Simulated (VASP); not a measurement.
# TiC: electric field gradients with PBEsol

The system is TiC.

```
Ti C
1.0
     0.00000    2.17833    2.17833
     2.17833    0.00000    2.17833
     2.17833    2.17833    0.00000
Ti C
1 1
Direct
  0.00000 0.00000 0.00000
  0.50000 0.50000 0.50000
```

- Program: VASP 6.6.1
- Task: electric field gradients
- Functional: PBEsol
- Potentials or basis: VASP PAW PBE potentials, release 64 (Ti_sv, C)
- Cutoff: 520 eV
- k mesh: 14 × 14 × 14
- Occupations: fermi-dirac, width 0.03 eV
- Spin: no spin polarisation
- Dipole correction: no
- Further INCAR settings: ALGO = Normal; EDIFF = 1e-08; NBANDS = 15

The pressure is -10.5 GPa and the band gap on the k mesh is zero (bands 8 and 9 overlap by 1.06 eV). The largest electric field gradient by atom is zero within the noise of the run.

Levels at points of the mesh, in eV from the Fermi level:
| k point | band 4 | band 5 | band 6 | band 7 | band 8 | band 9 | band 10 | band 11 | band 12 | band 13 |
| --- | --- | --- | --- | --- | --- | --- | --- | --- | --- | --- |
| (0.00, 0.00, 0.00) | -32.51 | -12.28 | 0.67 | 0.67 | 0.67 | 1.69 | 1.69 | 1.69 | 1.70 | 1.70 |
| (0.50, 0.00, 0.00) | -32.55 | -8.84 | -5.78 | -2.83 | -2.83 | 2.86 | 2.86 | 4.02 | 8.06 | 8.06 |
| (0.50, 0.50, 0.00) | -32.67 | -9.98 | -3.42 | -1.61 | -0.03 | -0.03 | 2.68 | 3.45 | 3.45 | 5.70 |

It took 60 s on 1 thread of Intel Xeon 8259CL, on a shared host, peak memory 0.16 GiB.

Caveat: the cell stands under tension; the PAW data sets were made with another functional, which shifts forces and pressure a little.
